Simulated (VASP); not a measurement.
Set up this calculation in VASP 6.6.1, as the native input.

```yaml
Task: single point
Functional: PBE
Potentials_or_basis: VASP PAW PBE potentials, release 64 (W_sv, Sb)
Cutoff: 520 eV
k_mesh: 12 × 12 × 6
Occupations: gaussian, width 0.05 eV
Spin: no spin polarisation
Dipole_correction: no
Further_INCAR_settings: ALGO = Normal; EDIFF = 1e-06; NBANDS = 19
```

The structure of Sb2W lies in POSCAR:

```
Sb2W
1.0
    3.4522046848      0.0000000000      0.0000000000
   -1.7261023424      2.9896969561      0.0000000000
    0.0000000000      0.0000000000      6.4963865396
W Sb
1 2
Direct
    0.0000000000      0.0000000000      0.0000000000
    0.3333333333      0.6666666667      0.2920761512
    0.6666666667      0.3333333333      0.7079238488
```

This cell differs from its parent crystal: volume scaled by 0.960.

The input as run:

INCAR

```
SYSTEM = Sb2W
  PREC = Accurate
  ENCUT = 520
  EDIFF = 1E-6
  ISMEAR = 0
  SIGMA = 0.05
  LREAL = .FALSE.
  LASPH = .TRUE.
  NELM = 100
  ALGO = Normal
  ISIF = 2
  LWAVE = .FALSE.
  LCHARG = .FALSE.
  GGA = PE
  NBANDS = 19
```

KPOINTS

```
regular mesh
0
G
  12 12 6
  0 0 0
```

Potentials or basis: VASP PAW PBE potentials, release 64 (W_sv, Sb).

Run with:

```bash
$ cat potpaw_PBE.64/W_sv/POTCAR potpaw_PBE.64/Sb/POTCAR > POTCAR
$ mpirun -np 1 vasp_std > vasp.out
```

It gave:

```json
{
 "Pressure": "2.3 GPa",
 "Largest force": "0.005 eV/Å",
 "Band gap on the k mesh": "zero (band 12 reaches 9.77 eV, above the bottom of band 13 at 9.19 eV)"
}
```

Caveat: spin-orbit coupling is left out, which moves the levels of the heavy elements.

It took 110 s on 1 thread of Intel Xeon 6975P-C, with other jobs on the host, peak memory 0.27 GiB.
